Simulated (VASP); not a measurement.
**AlCu3: vibrations by perturbation theory with PBEsol**

Crystal: AlCu3.

```
Al Cu
1.0
     0.00000    2.90316    2.90316
     2.90316    0.00000    2.90316
     2.90316    2.90316    0.00000
Al Cu
1 3
Direct
  0.00000 0.00000 0.00000
  0.50000 0.50000 0.50000
  0.25000 0.25000 0.25000
  0.75000 0.75000 0.75000
```

```yaml
Program: VASP 6.6.1
Task: vibrations by perturbation theory
Functional: PBEsol
Potentials_or_basis: VASP PAW PBE potentials, release 64 (Al, Cu)
Cutoff: 520 eV
k_mesh: 12 × 12 × 12
Occupations: fermi-dirac, width 0.15 eV
Spin: no spin polarisation
Dipole_correction: no
Further_INCAR_settings: ALGO = Normal; EDIFF = 1e-08; NBANDS = 26; IBRION = 8; NSW = 1
```

```yaml
Highest_phonon_frequency_at_Γ: 288 cm⁻¹
```

Phonon frequencies in cm⁻¹ (negative: imaginary):
| q point | frequencies |
| --- | --- |
| (0.000, 0.000, 0.000) | 0 0 0 155 155 155 185 185 185 288 288 288 |

Run time: 13 min on 1 thread of Intel(R) Xeon(R) Platinum 8488C (Sapphire Rapids), on a shared host, peak memory 0.77 GiB.

Caveat: the cell stands under pressure or tension, which shifts response properties.
